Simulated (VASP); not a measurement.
# Al (Fm-3m) in VASP: single point with LDA

Aim: the single point of Al with LDA.

All numbers are computed with VASP 6.6.1; they aren't measurements. Logs are shortened: lines on timing, memory, paths and dates and some standing lists are left out, and cuts for length are marked.

**1. The cell of the first run**

The structure is cubic, space group Fm-3m (No. 225). Conventional cell: a = 3.993 Å, b = 3.993 Å, c = 3.993 Å, α = 90.00°, β = 90.00°, γ = 90.00°. Within 3.7 Å of Al (site symmetry m-3m) lie 12 Al at 2.82 Å.

**2. Single point, LDA (functional lda, volume scaled by 0.96)**

INCAR

```
SYSTEM = Al
PREC = Accurate
ENCUT = 520
EDIFF = 1E-6
ISMEAR = -1
SIGMA = 0.03
LREAL = .FALSE.
LASPH = .TRUE.
NELM = 80
ALGO = Normal
ISIF = 2
LWAVE = .FALSE.
LCHARG = .TRUE.
LELF = .TRUE.
LVHAR = .TRUE.
NBANDS = 8
```

KPOINTS

```
regular mesh
0
G
  17 17 17
  0 0 0
```

POSCAR

```
Al
1.0
    0.0000000000      1.9966255657      1.9966255657
    1.9966255657      0.0000000000      1.9966255657
    1.9966255657      1.9966255657      0.0000000000
Al
1
Direct
    0.0000000000      0.0000000000      0.0000000000
```

Potentials or basis: VASP PAW LDA potentials, release 64 (Al).

Started as:

```
cat potpaw_LDA.64/Al/POTCAR > POTCAR
mpirun -np 1 vasp_std > vasp.out
```

OUTCAR:

```text
SYSTEM = Al
   PREC = Accurate
   ENCUT = 520
   EDIFF = 1E-6
   ISMEAR = -1
   LREAL = .FALSE.
   LASPH = .TRUE.
   NELM = 80
   ISIF = 2

 ion  position               nearest neighbor table
   1  0.000  0.000  0.000-

  LATTYP: Found a face centered cubic cell.
 ALAT       =     3.9932511314

  Lattice vectors:

 A1 = (   0.0000000000,   1.9966255657,   1.9966255657)
 A2 = (   1.9966255657,   0.0000000000,   1.9966255657)
 A3 = (   1.9966255657,   1.9966255657,   0.0000000000)

Analysis of symmetry for initial positions (statically):
=====================================================================
 Subroutine PRICEL returns:
 Original cell was already a primitive cell.

 Routine SETGRP: Setting up the symmetry group for a
 face centered cubic supercell.

 Subroutine GETGRP returns: Found 48 space group operations
 (whereof 48 operations were pure point group operations)
 out of a pool of 48 trial point group operations.

The static configuration has the point symmetry O_h .

Analysis of symmetry for dynamics (positions and initial velocities):
=====================================================================
 Subroutine PRICEL returns:
 Original cell was already a primitive cell.

 Routine SETGRP: Setting up the symmetry group for a
 face centered cubic supercell.

 Subroutine GETGRP returns: Found 48 space group operations
 (whereof 48 operations were pure point group operations)
 out of a pool of 48 trial point group operations.

The dynamic configuration has the point symmetry O_h .

 Subroutine INISYM returns: Found 48 space group operations
 (whereof 48 operations are pure point group operations),
 and found     1 'primitive' translations

----------------------------------------------------------------------------------------

                                     Primitive cell

  volume of cell :      15.9192

  direct lattice vectors                    reciprocal lattice vectors
     0.000000000  1.996625566  1.996625566    -0.250422517  0.250422517  0.250422517
     1.996625566  0.000000000  1.996625566     0.250422517 -0.250422517  0.250422517
     1.996625566  1.996625566  0.000000000     0.250422517  0.250422517 -0.250422517

  length of vectors
     2.823654954  2.823654954  2.823654954     0.433744523  0.433744523  0.433744523

  position of ions in fractional coordinates (direct lattice)
     0.000000000  0.000000000  0.000000000

  ion indices of the primitive-cell ions
   primitive index   ion index
                 1           1

----------------------------------------------------------------------------------------

 KPOINTS: regular mesh

Automatic generation of k-mesh.
 Grid dimensions read from file:
 generate k-points for:   17   17   17

 Generating k-lattice:

  Cartesian coordinates                     Fractional coordinates (reciprocal lattice)
    -0.014730736  0.014730736  0.014730736     0.058823529  0.000000000  0.000000000
     0.014730736 -0.014730736  0.014730736     0.000000000  0.058823529  0.000000000
     0.014730736  0.014730736 -0.014730736     0.000000000  0.000000000  0.058823529

  Length of vectors
     0.025514384  0.025514384  0.025514384

  Shift w.r.t. Gamma in fractional coordinates (k-lattice)
     0.000000000  0.000000000  0.000000000

 Subroutine IBZKPT returns following result:
 ===========================================

 Found    165 irreducible k-points:

 Following reciprocal coordinates:
            Coordinates               Weight
  0.000000  0.000000  0.000000      1.000000
  0.058824  0.000000  0.000000      8.000000
  0.117647  0.000000  0.000000      8.000000
  0.176471  0.000000  0.000000      8.000000
  0.235294  0.000000  0.000000      8.000000
  0.294118  0.000000  0.000000      8.000000
[... 16 lines left out ...]
 -0.176471  0.058824  0.000000     24.000000
 -0.117647  0.058824  0.000000     24.000000
 [... further k-points ...]
   k-points           NKPTS =    165   k-points in BZ     NKDIM =    165   number of bands    NBANDS=      8
   number of dos      NEDOS =    301   number of ions     NIONS =      1
   total plane-waves  NPLWV =  13824
   dimension x,y,z NGX =    24 NGY =   24 NGZ =   24
   dimension x,y,z NGXF=    48 NGYF=   48 NGZF=   48
   ions per type =               1
   NGX,Y,Z   is equivalent  to a cutoff of  14.13, 14.13, 14.13 a.u.
   NGXF,Y,Z  is equivalent  to a cutoff of  28.26, 28.26, 28.26 a.u.
 SYSTEM =  Al
   PREC   = accura    normal or accurate (medium, high low for compatibility)
   ISTART =      0    job   : 0-new  1-cont  2-samecut
   ICHARG =      2    charge: 1-file 2-atom 10-const
   ISPIN  =      1    spin polarized calculation?
   LNONCOLLINEAR =      F non collinear calculations
   LSORBIT =      F    spin-orbit coupling
   LASPH  =      T    aspherical Exc in radial PAW
   ENCUT  =  520.0 eV  38.22 Ry    6.18 a.u.   5.25  5.25  5.25*2*pi/ulx,y,z
   NELM   =     80;   NELMIN=  2; NELMDL= -5     # of ELM steps
   EDIFF  = 0.1E-05   stopping-criterion for ELM
   LREAL  =      F    real-space projection
   EDIFFG = 0.1E-04   stopping-criterion for IOM
   NSW    =      0    number of steps for IOM
   IBRION =     -1    ionic relax: 0-MD 1-quasi-New 2-CG
   NFREE  =      0    steps in history (QN), initial steepest desc. (CG)
   ISIF   =      2    stress and relaxation
   ISYM   =      2    0-nonsym 1-usesym 2-fastsym
   POTIM  = 0.5000    time-step for ionic-motion
   TEBEG  =    0.0;   TEEND  =   0.0 temperature during run
   PSTRESS=    0.0 pullay stress
   NELECT =       3.0000    total number of electrons
   NUPDOWN=      -1.0000    fix difference up-down
   EMIN   =  10.00;   EMAX   =-10.00  energy-range for DOS
   EFERMI =   0.00;   METHOD = LEGACY
   ISMEAR =    -1;   SIGMA  =   0.03  broadening in eV -4-tet -1-fermi 0-gaus
   EFERMI_NEDOS =   21; number of points for ismear=-14 and -15
   IALGO  =     38    algorithm
   IMIX   =      4    mixing-type and parameters
     AMIX     =   0.40;   BMIX     =  1.00
     AMIX_MAG =   1.60;   BMIX_MAG =  1.00
  volume/ion in A,a.u.               =      15.92       107.43
  Fermi-wavevector in a.u.,A,eV,Ry     =   0.938589  1.773675 11.986034  0.880949
  Thomas-Fermi vector in A             =   2.065816
   LORBIT       =      0    0 simple, 1 ext, 2 COOP (PROOUT), +10 PAW based schemes
   GGA     = CA    functional components
   LHFCALC =     F    Hartree Fock is set to
   AEXX    =    0.0000 exact exchange contribution
   IVDW    =     0    specifies the selected vdW correction
   LEPSILON=     F    determine dielectric tensor
   LRPA    =     F    only Hartree local field effects (RPA)
 non-spin polarized calculation
  energy-cutoff  :      520.00
  volume of cell :       15.92
 maximum number of plane-waves:       444
 NGX is ok and might be reduce to    24
   NGX = 11   NGY = 11   NGZ = 11

 number of electron       3.0000000 magnetization

 Free energy of the ion-electron system (eV)
  ---------------------------------------------------
  ext. energy  EPLUGINS =         0.00000000
  ---------------------------------------------------
  free energy    TOTEN  =        -4.19420823 eV

  energy without entropy =       -4.19257273  energy(sigma->0) =       -4.19339048

 E-fermi :   8.1767     XC(G=0): -10.4768

 val. band max:        8.1758230935   @ k =  -0.3529   0.4706   0.1765
 cond. band min:       8.1793061982   @ k =  -0.4706   0.2941   0.1176
 fundamental gap:      0.0034831047
 Fermi energy:         8.1766974450

 k-point     1 :       0.0000    0.0000    0.0000
  band No.  band energies     occupation
      1      -3.1808      2.00000
      2      20.9348      0.00000
      3      20.9348      0.00000
      4      20.9348      0.00000
      5      22.5325      0.00000
      6      22.5325      0.00000
      7      22.5325      0.00000
      8      25.0436      0.00000

 k-point     2 :       0.0588    0.0000    0.0000
  band No.  band energies     occupation
      1      -3.0847      2.00000
      2      19.3006      0.00000
      3      20.6055      0.00000
      4      20.6055      0.00000
      5      23.0095      0.00000
      6      23.0095      0.00000
      7      23.1375      0.00000
      8      26.0125      0.00000

 k-point     3 :       0.1176    0.0000    0.0000
  band No.  band energies     occupation
      1      -2.7969      2.00000
      2      16.9142      0.00000
      3      20.0715      0.00000
      4      20.0715      0.00000
      5      23.1954      0.00000
      6      23.9428      0.00000
      7      23.9428      0.00000
      8      26.1926      0.00000

 k-point     4 :       0.1765    0.0000    0.0000
  band No.  band energies     occupation
      1      -2.3185      2.00000
      2      14.5215      0.00000
      3      19.6172      0.00000
      4      19.6172      0.00000
      5      23.0253      0.00000
      6      24.3591      0.00000
      7      24.3591      0.00000
      8      25.7663      0.00000

 k-point     5 :       0.2353    0.0000    0.0000
  band No.  band energies     occupation
      1      -1.6515      2.00000
      2      12.2201      0.00000
      3      19.2984      0.00000
      4      19.2984      0.00000
      5      22.8608      0.00000
      6      23.4018      0.00000
      7      23.4018      0.00000
      8      26.9529      0.00000
[... 177 lines left out ...]
 k-point    22 :      -0.2353    0.0588    0.0000
  band No.  band energies     occupation
      1      -1.3034      2.00000
      2      11.5468      0.00000
      3      17.4322      0.00000
      4      20.5123      0.00000
      5      21.9250      0.00000
      6      23.3601      0.00000
      7      23.5900      0.00000
      8      26.3075      0.00000

 k-point    23 :      -0.1765    0.0588    0.0000
  band No.  band energies     occupation
      1      -2.0322      2.00000
      2      13.7952      0.00000
      3      17.7273      0.00000
      4      20.7549      0.00000
      5      23.0214      0.00000
      6      23.5719      0.00000
      7      24.5854      0.00000
      8      24.9322      0.00000

 k-point    24 :      -0.1176    0.0588    0.0000
  band No.  band energies     occupation
      1      -2.5734      2.00000
      2      16.1238      0.00000
      3      18.1953      0.00000
      4      21.0786      0.00000
      5      23.2488      0.00000
      6      23.6794      0.00000
      7      24.7823      0.00000
      8      25.0004      0.00000

 [... further k-points ...]
[... 5 lines left out ...]
  --------------------------------------------------------------------------------------
  -------------------------------------------------------------------------------------
  Total       -0.0581484     -0.0581484     -0.0581484     -0.0000000      0.0000000      0.0000000
  in kB       -5.8523243     -5.8523243     -5.8523243     -0.0000000      0.0000000      0.0000000
  external PRESSURE =      -5.8523243 kB  Pullay stress =       0.0000000 kB

 VOLUME and BASIS-vectors are now :
 -----------------------------------------------------------------------------
  energy-cutoff  :      520.00
  volume of cell :       15.92
      direct lattice vectors                 reciprocal lattice vectors
     0.000000000  1.996625566  1.996625566    -0.250422517  0.250422517  0.250422517
     1.996625566  0.000000000  1.996625566     0.250422517 -0.250422517  0.250422517
     1.996625566  1.996625566  0.000000000     0.250422517  0.250422517 -0.250422517

 POSITION                                       TOTAL-FORCE (eV/Angst)
 -----------------------------------------------------------------------------------
      0.00000      0.00000      0.00000         0.000000     -0.000000      0.000000
 -----------------------------------------------------------------------------------
    total drift:                                0.000000     -0.000000      0.000000

  FREE ENERGIE OF THE ION-ELECTRON SYSTEM (eV)
  ---------------------------------------------------
  free  energy   TOTEN  =        -4.1942082273 eV

  energy  without entropy=       -4.1925727260  energy(sigma->0) =       -4.19339048
```

Wall time 33 s (1 thread of AMD EPYC 7R13, shared host); peak memory 0.1 GiB.

Results:

- Free energy: -4.1942 eV
- Pressure: -0.6 GPa
